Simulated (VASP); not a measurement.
# Ca (P6/mmm) in VASP: a series of runs

Ca is run at these levels: PBE; tasks: single point.

Everything below comes from runs of VASP 6.6.1. Logs are shortened: lines on timing, memory, paths and dates and some standing lists are left out, and cuts for length are marked.

## (1) The cell of the first run

It takes space group P6/mmm (No. 191, hexagonal). The conventional cell has a = 3.665 Å, b = 3.665 Å, c = 3.399 Å, α = 90.00°, β = 90.00°, γ = 120.00°. Ca (site symmetry 6/mmm) has 8 Ca at 3.40 to 3.67 Å within 4.5 Å.

This isn't the form of Ca at room conditions, which is fcc.

## (2) Single point, PBE (39.54 Å³/atom)

INCAR reads:

```
SYSTEM = Ca
PREC     = Accurate       ! precision mode
ENCUT    = 520            ! plane-wave cutoff, eV
EDIFF    = 1E-7           ! SCF threshold, eV
ISMEAR   = -1             ! smearing method
SIGMA    = 0.08           ! smearing width, eV
LREAL    = .FALSE.        ! projectors in reciprocal space
LASPH    = .TRUE.         ! aspherical terms in the spheres
NELM     = 80             ! most SCF steps
ALGO     = Normal         ! electronic algorithm
ISIF     = 2              ! what is computed and relaxed
LWAVE    = .FALSE.        ! write WAVECAR
LCHARG   = .FALSE.        ! write CHGCAR
GGA      = PE             ! functional
NBANDS   = 11             ! bands
```

KPOINTS reads:

```
Automatic mesh
0
G
  12 12 11
  0 0 0
```

POSCAR reads:

```
Ca
1.0
    3.6653524440      0.0000000000      0.0000000000
   -1.8326762220      3.1742883303      0.0000000000
    0.0000000000      0.0000000000      3.3986323068
Ca
1
Direct
    0.0000000000      0.0000000000      0.0000000000
```

Potentials or basis: VASP PAW PBE potentials, release 64 (Ca_sv).

Run with:

```
$ cat potpaw_PBE.64/Ca_sv/POTCAR > POTCAR
$ mpirun -np 1 vasp_std > vasp.out
```

OUTCAR:

```text
SYSTEM = Ca
   PREC = Accurate
   ENCUT = 520
   EDIFF = 1E-7
   ISMEAR = -1
   LREAL = .FALSE.
   LASPH = .TRUE.
   NELM = 80
   ISIF = 2
   GGA = PE

 ion  position               nearest neighbor table
   1  0.000  0.000  0.000-

  LATTYP: Found a hexagonal cell.
 ALAT       =     3.6653524440
 C/A-ratio  =     0.9272320626

  Lattice vectors:

 A1 = (   3.6653524440,   0.0000000000,   0.0000000000)
 A2 = (  -1.8326762220,   3.1742883303,   0.0000000000)
 A3 = (   0.0000000000,   0.0000000000,   3.3986323068)

Analysis of symmetry for initial positions (statically):
=====================================================================
 Subroutine PRICEL returns:
 Original cell was already a primitive cell.

 Routine SETGRP: Setting up the symmetry group for a
 hexagonal supercell.

 Subroutine GETGRP returns: Found 24 space group operations
 (whereof 24 operations were pure point group operations)
 out of a pool of 24 trial point group operations.

The static configuration has the point symmetry D_6h.

Analysis of symmetry for dynamics (positions and initial velocities):
=====================================================================
 Subroutine PRICEL returns:
 Original cell was already a primitive cell.

 Routine SETGRP: Setting up the symmetry group for a
 hexagonal supercell.

 Subroutine GETGRP returns: Found 24 space group operations
 (whereof 24 operations were pure point group operations)
 out of a pool of 24 trial point group operations.

The dynamic configuration has the point symmetry D_6h.

 Subroutine INISYM returns: Found 24 space group operations
 (whereof 24 operations are pure point group operations),
 and found     1 'primitive' translations

----------------------------------------------------------------------------------------

                                     Primitive cell

  volume of cell :      39.5427

  direct lattice vectors                    reciprocal lattice vectors
     3.665352444  0.000000000  0.000000000     0.272825060  0.157515622  0.000000000
    -1.832676222  3.174288330  0.000000000     0.000000000  0.315031244  0.000000000
     0.000000000  0.000000000  3.398632307     0.000000000  0.000000000  0.294236007

  length of vectors
     3.665352444  3.665352444  3.398632307     0.315031244  0.315031244  0.294236007

  position of ions in fractional coordinates (direct lattice)
     0.000000000  0.000000000  0.000000000

  ion indices of the primitive-cell ions
[... 80 lines left out ...]
   ISIF   =      2    stress and relaxation
   ISYM   =      2    0-nonsym 1-usesym 2-fastsym
   POTIM  = 0.5000    time-step for ionic-motion
   TEBEG  =    0.0;   TEEND  =   0.0 temperature during run
   PSTRESS=    0.0 pullay stress
   NELECT =      10.0000    total number of electrons
   NUPDOWN=      -1.0000    fix difference up-down
   EMIN   =  10.00;   EMAX   =-10.00  energy-range for DOS
   EFERMI =   0.00;   METHOD = LEGACY
   ISMEAR =    -1;   SIGMA  =   0.08  broadening in eV -4-tet -1-fermi 0-gaus
   EFERMI_NEDOS =   21; number of points for ismear=-14 and -15
   IALGO  =     38    algorithm
   IMIX   =      4    mixing-type and parameters
     AMIX     =   0.40;   BMIX     =  1.00
     AMIX_MAG =   1.60;   BMIX_MAG =  1.00
  volume/ion in A,a.u.               =      39.54       266.85
  Fermi-wavevector in a.u.,A,eV,Ry     =   1.035268  1.956373 14.582446  1.071780
  Thomas-Fermi vector in A             =   2.169603
   LORBIT       =      0    0 simple, 1 ext, 2 COOP (PROOUT), +10 PAW based schemes
   GGA     = PE    functional components
   LHFCALC =     F    Hartree Fock is set to
   AEXX    =    0.0000 exact exchange contribution
   IVDW    =     0    specifies the selected vdW correction
   LEPSILON=     F    determine dielectric tensor
   LRPA    =     F    only Hartree local field effects (RPA)
 non-spin polarized calculation
  energy-cutoff  :      520.00
  volume of cell :       39.54
 maximum number of plane-waves:      1077
 NGX is ok and might be reduce to    28
   NGX = 13   NGY = 13   NGZ = 13

 number of electron      10.0000000 magnetization

 number of electron       9.9999999 magnetization

 Free energy of the ion-electron system (eV)
  ---------------------------------------------------
  ext. energy  EPLUGINS =         0.00000000
  ---------------------------------------------------
  free energy    TOTEN  =        -1.70087480 eV

  energy without entropy =       -1.67427501  energy(sigma->0) =       -1.68757490

 E-fermi :   2.1398     XC(G=0):  -7.9265

 val. band max:        2.1252725596   @ k =   0.3333   0.2500   0.2727
 cond. band min:       2.1747366413   @ k =   0.4167   0.0833   0.0000
 fundamental gap:      0.0494640817
 Fermi energy:         2.1398318092

 k-point     1 :       0.0000    0.0000    0.0000
  band No.  band energies     occupation
      1     -39.8022      2.00000
      2     -20.6974      2.00000
      3     -20.6974      2.00000
      4     -20.6651      2.00000
      5      -1.8714      2.00000
      6       3.1031      0.00001
      7       4.5469      0.00000
      8       4.5469      0.00000
      9       6.6131      0.00000
     10       6.6131      0.00000
     11      11.3473      0.00000
[... 309 lines left out ...]
 k-point    24 :       0.3333    0.0000    0.0909
  band No.  band energies     occupation
      1     -39.7840      2.00000
      2     -20.8501      2.00000
      3     -20.7316      2.00000
      4     -20.6712      2.00000
      5       0.0011      2.00000
      6       2.9822      0.00005
      7       3.5252      0.00000
      8       5.4728      0.00000
      9       5.8798      0.00000
     10       6.2985      0.00000
     11       8.7657      0.00000

 [... further k-points ...]

------------------------ aborting loop because EDIFF is reached ----------------------------------------

  FORCE on cell =-STRESS in cart. coord.  units (eV):
  Direction    XX          YY          ZZ          XY          YZ          ZX
  --------------------------------------------------------------------------------------
  -------------------------------------------------------------------------------------
  Total        0.3079865      0.3079865      0.3080005      0.0000000      0.0000000      0.0000000
  in kB       12.4788908     12.4788908     12.4794575      0.0000000      0.0000000      0.0000000
  external PRESSURE =      12.4790797 kB  Pullay stress =       0.0000000 kB

 VOLUME and BASIS-vectors are now :
 -----------------------------------------------------------------------------
  energy-cutoff  :      520.00
  volume of cell :       39.54
      direct lattice vectors                 reciprocal lattice vectors
     3.665352444  0.000000000  0.000000000     0.272825060  0.157515622  0.000000000
    -1.832676222  3.174288330  0.000000000     0.000000000  0.315031244  0.000000000
     0.000000000  0.000000000  3.398632307     0.000000000  0.000000000  0.294236007

 POSITION                                       TOTAL-FORCE (eV/Angst)
 -----------------------------------------------------------------------------------
      0.00000      0.00000      0.00000        -0.000000      0.000000      0.000000
 -----------------------------------------------------------------------------------
    total drift:                               -0.000000     -0.000000     -0.000000

  FREE ENERGIE OF THE ION-ELECTRON SYSTEM (eV)
  ---------------------------------------------------
  free  energy   TOTEN  =        -1.7008748012 eV

  energy  without entropy=       -1.6742750069  energy(sigma->0) =       -1.68757490
```

OSZICAR:

```text
N       E                     dE             d eps       ncg     rms          rms(c)
DAV:   1     0.690830987890E+02    0.69083E+02   -0.50634E+03  2508   0.830E+02
DAV:   2    -0.170010708018E+00   -0.69253E+02   -0.68619E+02  2787   0.214E+02
DAV:   3    -0.164952002133E+01   -0.14795E+01   -0.14648E+01  3581   0.309E+01
DAV:   4    -0.171330859163E+01   -0.63789E-01   -0.63670E-01  3293   0.519E+00
DAV:   5    -0.171499934193E+01   -0.16908E-02   -0.16906E-02  3382   0.683E-01    0.226E+00
DAV:   6    -0.170439648899E+01    0.10603E-01   -0.12336E-02  2907   0.120E+00    0.138E+00
DAV:   7    -0.170124197997E+01    0.31545E-02   -0.18815E-02  2836   0.155E+00    0.114E-01
DAV:   8    -0.170084193844E+01    0.40004E-03   -0.20418E-03  2766   0.417E-01    0.315E-02
DAV:   9    -0.170087464654E+01   -0.32708E-04   -0.11917E-04  3154   0.965E-02    0.737E-03
DAV:  10    -0.170087548208E+01   -0.83554E-06   -0.71647E-06  3508   0.187E-02    0.172E-03
DAV:  11    -0.170087519556E+01    0.28651E-06   -0.47298E-07  3852   0.401E-03    0.286E-03
DAV:  12    -0.170087485569E+01    0.33987E-06   -0.68038E-08  1750   0.319E-03    0.479E-04
DAV:  13    -0.170087480117E+01    0.54525E-07   -0.13188E-08  1377   0.126E-03
   1 F= -.17008748E+01 E0= -.16875749E+01  d E =-.265998E-01
```

stdout:

```text
POSCAR found type information on POSCAR Ca
 POSCAR found :  1 types and       1 ions
 scaLAPACK will be used
 LDA part: xc-table for (Slater+PW92), standard interpolation
 POSCAR, INCAR and KPOINTS ok, starting setup
 FFT: planning ... GRIDC
 FFT: planning ... GRID_SOFT
 FFT: planning ... GRID
 WAVECAR not read
 entering main loop
```

Wall time 47 s (1 thread of Intel Xeon 8259CL, shared host); peak memory 0.19 GiB.

What came out:

* Free energy: -1.7009 eV
* Pressure: 1.2 GPa
* Band gap on the k mesh: zero (bands 5 and 6 overlap by 0.85 eV)

## (3) Single point, PBE (39.54 Å³/atom)

INCAR reads:

```
  ALGO = Normal
  EDIFF = 1E-6
  ENCUT = 520
  GGA = PE
  ISIF = 2
  ISMEAR = -1
  LASPH = T
  LCHARG = T
  LELF = T
  LREAL = F
  LVHAR = T
  LWAVE = F
  NBANDS = 11
  NELM = 80
  PREC = Accurate
  SIGMA = 0.08
```

KPOINTS reads:

```
k-points
0
Gamma
  12 12 11
```

POSCAR is that of step 2.

Potentials or basis: VASP PAW PBE potentials, release 64 (Ca_sv).

Run with:

```
$ cat potpaw_PBE.64/Ca_sv/POTCAR > POTCAR
$ mpirun -np 1 vasp_std > vasp.out
```

Wall time 42 s (1 thread of Intel Xeon 8259CL, shared host); peak memory 0.19 GiB.

Results (log left out):

```
Free energy            : -1.7009 eV
Pressure               : 1.2 GPa
Band gap on the k mesh : zero (bands 5 and 6 overlap by 0.85 eV)
```

Levels at points of the mesh, in eV from the Fermi level:
| k point | band 2 | band 3 | band 4 | band 5 | band 6 | band 7 | band 8 | band 9 |
| --- | --- | --- | --- | --- | --- | --- | --- | --- |
| (0.00, 0.00, 0.00) | -22.84 | -22.84 | -22.80 | -4.01 | 0.96 | 2.41 | 2.41 | 4.47 |
| (0.50, 0.00, 0.00) | -23.04 | -22.89 | -22.78 | -0.95 | -0.11 | 1.17 | 3.26 | 4.24 |

## (4) Single point, PBE

This run uses another cell than the first one, of 42.98 Å³/atom.

INCAR reads:

```
PREC     = Accurate       # precision mode
ENCUT    = 520            # plane-wave cutoff, eV
EDIFF    = 1E-6           # SCF threshold, eV
ISMEAR   = -1             # smearing method
SIGMA    = 0.08           # smearing width, eV
LREAL    = False          # projectors in reciprocal space
LASPH    = True           # aspherical terms in the spheres
NELM     = 60             # most SCF steps
ALGO     = Normal         # electronic algorithm
ISIF     = 2              # what is computed and relaxed
LWAVE    = False          # write WAVECAR
LCHARG   = True           # write CHGCAR
GGA      = PE             # functional
LELF     = True           # ELF
LVHAR    = True         
NBANDS   = 11             # bands
```

KPOINTS reads:

```
Automatic mesh
0
Gamma
  12 12 11
```

POSCAR reads:

```
Ca
1.0
    3.7580036327      0.0000000000      0.0000000000
   -1.8790018163      3.2545266134      0.0000000000
    0.0000000000      0.0000000000      3.5142564010
Ca
1
Direct
    0.0000000000      0.0000000000      0.0000000000
```

Run with:

```
$ cat potpaw_PBE.64/Ca_sv/POTCAR > POTCAR
$ mpirun -np 1 vasp_std > vasp.out
```

Wall time 56 s (1 thread of Intel Xeon 8259CL, shared host); peak memory 0.19 GiB.

The run converged. Its results:

```yaml
Free_energy: -1.7143 eV
Pressure: 0.0 GPa
Band_gap_on_the_k_mesh: zero (bands 5 and 6 overlap by 0.99 eV)
```

Levels at points of the mesh, in eV from the Fermi level:
| k point | band 2 | band 3 | band 4 | band 5 | band 6 | band 7 | band 8 | band 9 |
| --- | --- | --- | --- | --- | --- | --- | --- | --- |
| (0.00, 0.00, 0.00) | -23.03 | -23.03 | -23.02 | -3.89 | 0.94 | 2.30 | 2.30 | 4.15 |
| (0.50, 0.00, 0.00) | -23.19 | -23.07 | -23.00 | -0.93 | -0.18 | 1.14 | 3.03 | 3.94 |

## (5) Single point, PBE (19.34 Å³/atom)

This run uses another cell than the first one, of 19.34 Å³/atom.

INCAR reads:

```
PREC     = Accurate       # precision mode
ENCUT    = 520            # plane-wave cutoff, eV
EDIFF    = 1E-7           # SCF threshold, eV
ISMEAR   = -1             # smearing method
SIGMA    = 0.08           # smearing width, eV
LREAL    = F              # projectors in reciprocal space
LASPH    = T              # aspherical terms in the spheres
NELM     = 60             # most SCF steps
ALGO     = Normal         # electronic algorithm
ISIF     = 2              # what is computed and relaxed
LWAVE    = F              # write WAVECAR
LCHARG   = F              # write CHGCAR
GGA      = PE             # functional
NBANDS   = 11             # bands
```

KPOINTS is that of step 4.

POSCAR reads:

```
Ca
1.0
    2.9137484871      0.0000000000      0.0000000000
   -1.4568742435      2.5233802101      0.0000000000
    0.0000000000      0.0000000000      2.6306085506
Ca
1
Direct
    0.0000000000      0.0000000000      0.0000000000
```

Run with:

```
$ cat potpaw_PBE.64/Ca_sv/POTCAR > POTCAR
$ mpirun -np 1 vasp_std > vasp.out
```

It took 23 s on 1 thread of Intel Xeon 8259CL, shared host; peak memory 0.15 GiB.

Results (log left out):

| Quantity | Value |
| --- | --- |
| Free energy | -0.1626 eV |
| Pressure | 37.4 GPa |
| Band gap on the k mesh | zero (bands 5 and 6 overlap by 1.19 eV) |

Stress tensor (GPa, compression positive):
```
37.35  0.00  0.00
 0.00 37.35  0.00
 0.00  0.00 37.64
```

Levels at points of the mesh, in eV from the Fermi level:
```
           k point  band 3  band 4  band 5  band 6  band 7  band 8
(0.00, 0.00, 0.00)  -21.40  -21.07   -4.58    0.36    2.93    2.93
(0.50, 0.00, 0.00)  -21.75  -20.89   -1.62    1.29    1.78    5.04
```

Caveat: the cell stands under pressure.

## (6) Summary

```csv
cell,gap on the mesh (eV),pressure (GPa)
"a = 3.665, b = 3.665, c = 3.399 Å, angles 90.0, 90.0, 120.0°, 1 atom",none,1.2
"a = 3.758, b = 3.758, c = 3.514 Å, angles 90.0, 90.0, 120.0°, 1 atom",none,0.0
"a = 2.914, b = 2.914, c = 2.631 Å, angles 90.0, 90.0, 120.0°, 1 atom",none,37.4
```

Alike in all rows: task single point; level PBE; potentials or basis VASP PAW PBE potentials, release 64 (Ca_sv); no spin polarisation; k mesh 12 × 12 × 11; cutoff (eV) 520; smearing fermi-dirac 0.08 eV.

Caveats: the cell stands under pressure (at least some runs).

Absolute energies hang on the potentials; compare differences alone.
